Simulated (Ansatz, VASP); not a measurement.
**Two plane-wave programs on RbYSc**

The input INCAR:

```
PREC     = Accurate       # precision mode
ENCUT    = 600            # plane-wave cutoff, eV
EDIFF    = 1E-7           # SCF threshold, eV
ISMEAR   = 0              # smearing method
SIGMA    = 0.1            # smearing width, eV
LREAL    = False          # projectors in reciprocal space
LASPH    = True           # aspherical terms in the spheres
NELM     = 60             # most SCF steps
ALGO     = Fast           # electronic algorithm
ISIF     = 3              # what is computed and relaxed
LWAVE    = False          # write WAVECAR
LCHARG   = False          # write CHGCAR
GGA      = PE             # functional
IBRION   = 2              # ionic algorithm
NSW      = 100            # ionic steps
EDIFFG   = -0.01          # ionic threshold
```

The input KPOINTS:

```
Automatic mesh
0
Gamma
  10 10 8
```

The input POSCAR:

```
RbYSc
1.0
    4.7619723162      0.0000000000      0.0000000000
    0.0000000000      4.7619723162      0.0000000000
    0.0000000000      0.0000000000      6.0834646942
Rb Y Sc
1 1 1
Direct
    0.0000000000      0.0000000000      0.0000000000
    0.5000000000      0.5000000000      0.5000000000
    0.5000000000      0.5000000000      0.0000000000
```

Input for Ansatz:

```yaml
crystal:
  lattice:
    - [4.7619723162, 0.0, 0.0]
    - [0.0, 4.7619723162, 0.0]
    - [0.0, 0.0, 6.0834646942]
  atoms:
    - { symbol: Rb, position: [0.0, 0.0, 0.0] }
    - { symbol: "Y", position: [0.5, 0.5, 0.5] }
    - { symbol: Sc, position: [0.5, 0.5, 0.0] }
basis:
  ecutwfc: 420
kpoints:
  mp_grid: { grid: [10, 10, 8] }
hamiltonian:
  xc: pbe
scf:
  occupations: { method: gaussian, width: 0.1 }
output:
  forces: true
  stress: true
  eigenvalues: true
relax:
  adjacent_minimum: "off"
  f_tol: 0.01
  max_steps: 80
  cell: { stress_tol: 0.05 }
```

Alike in both runs: task relaxation of cell and atoms; functional PBE; k mesh 10 × 10 × 8; occupations gaussian, width 0.1 eV; no spin polarisation.

|  | VASP | Ansatz |
| --- | --- | --- |
| version | VASP 6.6.1 | Ansatz 0.2.0 |
| potentials or method | VASP PAW PBE potentials, release 64 (Rb_sv, Y_sv, Sc_sv), cutoff 600 eV | scalar-relativistic, plane waves, PAW |
| valence electrons in the cell | 31 | 31 |

Ansatz gave:

| Quantity | Value |
| --- | --- |
| gap on the k mesh at the Fermi level, each at its own relaxed structure (eV) | none |
| relaxed volume (Å³/atom) | 45.56 |
| relaxed length of the cell vector where the two differ most in proportion (Å) | 4.733 |

What did VASP give for the same quantities?

gap on the k mesh at the Fermi level, each at its own relaxed structure (eV): none; relaxed volume (Å³/atom): 45.69; relaxed length of the cell vector where the two differ most in proportion (Å): 4.740.

A gap of «none» marks a metal or a gap that the smearing closes.
